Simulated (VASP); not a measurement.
C: relaxation of cell and atoms with r2SCAN

Crystal: C.

```
C
1.0
     0.00000    1.78017    1.78017
     1.78017    0.00000    1.78017
     1.78017    1.78017    0.00000
C
2
Direct
  0.00000 0.00000 0.00000
  0.25000 0.25000 0.25000
```

| Property | Result |
| --- | --- |
| Program | VASP 6.6.1 |
| Task | relaxation of cell and atoms |
| Functional | r2SCAN |
| Potentials or basis | VASP PAW PBE potentials, release 64 (C) |
| Cutoff | 600 eV |
| k mesh | 12 × 12 × 12 |
| Occupations | gaussian, width 0.02 eV |
| Spin | no spin polarisation |
| Dipole correction | no |
| Further INCAR settings | ALGO = Normal; EDIFF = 1e-06; IBRION = 2; EDIFFG = -0.01; NSW = 100; ISIF = 3 |

| Quantity | Value |
| --- | --- |
| Relaxed volume | 5.65 Å³/atom |
| Relaxed cell | a = 2.518 Å, b = 2.518 Å, c = 2.518 Å, α = 60.00°, β = 60.00°, γ = 60.00° |
| Space group after relaxing (to 0.05 Å) | Fd-3m (No. 227) |
| Energy gained by relaxing | 0.0 meV/atom |
| Ionic steps | 3 |
| Pressure after relaxing | -0.1 GPa |
| Band gap on the k mesh | 4.35 eV, indirect (least direct gap 5.85 eV) |

Final structure:
```
C
1.0
     0.00000    1.78060    1.78060
     1.78060    0.00000    1.78060
     1.78060    1.78060    0.00000
C
2
Cartesian
  0.0000 0.0000 0.0000
  0.8903 0.8903 0.8903
```

Levels at points of the mesh, in eV from the valence-band top:
```tsv
k point	band 1	band 2	band 3	band 4	band 5	band 6	band 7	band 8
(0.00, 0.00, 0.00)	-22.76	0.00	0.00	0.00	5.85	5.85	5.85	13.93
(0.50, 0.00, 0.00)	-16.79	-14.10	-2.99	-2.99	8.89	8.89	9.19	16.74
(0.50, 0.50, 0.00)	-13.62	-13.62	-6.69	-6.69	5.01	5.01	17.94	17.94
```

Wall time 50 s on 1 thread of Intel(R) Xeon(R) Platinum 8259CL CPU @ 2.50GHz (Skylake/Cascade Lake), with other jobs on the host, peak memory 0.12 GiB.

Caveat: the PAW data sets were made with another functional, which shifts forces and pressure a little. A k mesh can miss the band edges.
